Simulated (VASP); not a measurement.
SrAl3O2:

```
Sr Al O
1.0
     4.30603    0.00000    0.00000
    -2.15301    3.72913    0.00000
     0.00000    0.00000    6.91332
Sr Al O
1 3 2
Cartesian
  0.0000 0.0000 0.0000
  2.1530 1.2430 2.4722
  0.0000 2.4861 4.4412
  0.0000 0.0000 3.4567
  2.1530 1.2430 5.1409
  0.0000 2.4861 1.7724
```

The cell was built from a structure type or drawn by symmetry, and may not be a known phase.

```yaml
Program: VASP 6.6.1
Task: relaxation of cell and atoms
Functional: PBE
Potentials_or_basis: VASP PAW PBE potentials, release 64 (Sr_sv, Al, O)
Cutoff: 600 eV
k_mesh: 6 × 6 × 4
Occupations: gaussian, width 0.1 eV
Spin: no spin polarisation
```

At the start: pressure -2.9 GPa; volume 18.50 Å³/atom.

Q: How do energy, volume and symmetry change on relaxing?

A: Over 36 steps the energy falls by 765.3 meV/atom and the volume is 13.92 Å³/atom (-24.8 %); space group P-3m1 (No. 164, to 0.1 Å) before and after.

The path:
| step | energy change (eV) | largest force (eV/Å) | pressure (GPa) | volume (Å³) |
| --- | --- | --- | --- | --- |
| 1 | 0.0000 | 1.2022 | -2.91 | 111.01 |
| 2 | -0.2297 | 1.3622 | -0.34 | 105.69 |
| 3 | -0.4952 | 1.9396 | 6.56 | 95.33 |
| 4 | 1.0532 | 2.3850 | 39.04 | 76.52 |
| 5 | -0.4835 | 2.0037 | 7.96 | 93.87 |
| 6 | -0.5744 | 1.9615 | 8.29 | 93.37 |
| 7 | -0.8103 | 1.6234 | 9.59 | 91.87 |
| 8 | -0.9747 | 1.2453 | 13.83 | 88.83 |
| 9 | -1.2551 | 1.2646 | 10.13 | 91.71 |
| 10 | -1.5842 | 1.4537 | 3.09 | 99.10 |
| 11 | -1.5993 | 1.4959 | 1.71 | 101.02 |
| 12 | -1.6984 | 1.3333 | 0.73 | 101.77 |
| 13 | -1.8772 | 0.8085 | -1.57 | 103.79 |
| 14 | -2.0417 | 0.6679 | -5.11 | 107.90 |
| 15 | -2.1392 | 0.6082 | -4.96 | 107.29 |
| 16 | -2.4211 | 0.7801 | -4.63 | 105.44 |
| 17 | -2.8827 | 1.1271 | -3.24 | 101.58 |
| 18 | -3.0333 | 1.2461 | 0.40 | 93.32 |
| 19 | -3.0672 | 1.1175 | -0.60 | 95.33 |
| 20 | -3.3982 | 1.0750 | -1.37 | 93.86 |
| 21 | -4.2034 | 1.3389 | -2.29 | 88.42 |
| 22 | -1.9623 | 1.7239 | 13.79 | 73.82 |
| 23 | -4.2629 | 1.4181 | -2.16 | 87.03 |
| 24 | -4.2696 | 1.4478 | -2.09 | 86.54 |
| 25 | -4.4724 | 0.8805 | 0.24 | 83.66 |
| 26 | -4.5252 | 0.3277 | 2.91 | 81.12 |
| 27 | -4.5264 | 0.3925 | 2.51 | 81.46 |
| 28 | -4.5640 | 0.2942 | -1.15 | 84.09 |
| 29 | -4.5642 | 0.2924 | -0.90 | 83.90 |
| 30 | -4.5872 | 0.1372 | -0.14 | 83.94 |
| 31 | -4.5875 | 0.1143 | -0.03 | 83.94 |
| 32 | -4.5876 | 0.1099 | -0.02 | 83.94 |
| 33 | -4.5895 | 0.0751 | -0.07 | 83.92 |
| 34 | -4.5909 | 0.0775 | -0.20 | 83.86 |
| 35 | -4.5911 | 0.0528 | -0.17 | 83.88 |
| 36 | -4.5917 | 0.0187 | 0.09 | 83.54 |

Final structure:
```
Sr Al O
1.0
     3.11464    0.00000    0.00000
    -1.55732    2.69736    0.00000
     0.00000    0.00000    9.94328
Sr Al O
1 3 2
Direct
  0.00000 0.00000 0.00000
  0.66667 0.33333 0.29467
  0.33333 0.66667 0.70533
  0.00000 0.00000 0.50000
  0.66667 0.33333 0.80703
  0.33333 0.66667 0.19297
```

Caveat: the volume moved by over 15 % at a fixed basis, so the end points are rough; an odd number of electrons without spin polarisation forces a metal; a magnetic or distorted state may lie lower.
